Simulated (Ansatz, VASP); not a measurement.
**Al2H3: VASP beside Ansatz**

```xyz
5
Lattice="3.3956 0.0000 0.0000 -1.6978 2.9407 0.0000 0.0000 0.0000 4.4934" Properties=species:S:1:pos:R:3 pbc="T T T"
Al    0.0000    1.9605    1.0475
Al    1.6978    0.9802    3.4458
H     0.0000    0.0000    0.0000
H     0.0000    1.9605    2.9119
H     1.6978    0.9802    1.5815
```

Change from the starting cell: species swapped into the Ga3Ni2 type (P-3m1, No. 164).

Alike in both runs: task relaxation of cell and atoms; functional PBE; k mesh 12 × 12 × 8; occupations gaussian, width 0.1 eV; no spin polarisation.

|  | VASP | Ansatz |
| --- | --- | --- |
| version | VASP 6.6.1 | Ansatz 0.2.0 |
| potentials or method | VASP PAW PBE potentials, release 64 (Al, H), cutoff 600 eV | scalar-relativistic, plane waves, PAW |
| valence electrons in the cell | 9 | 9 |

|  | VASP | Ansatz | Ansatz less VASP |
| --- | --- | --- | --- |
| gap on the k mesh at the Fermi level, each at its own relaxed structure (eV) | none | none | - |
| relaxed volume (Å³/atom) | 8.84 | 8.86 | +0.013 |
| relaxed length of the cell vector where the two differ most in proportion (Å) | 4.934 | 4.938 | +0.0033 |

A gap of «none» marks a metal or a gap that the smearing closes.
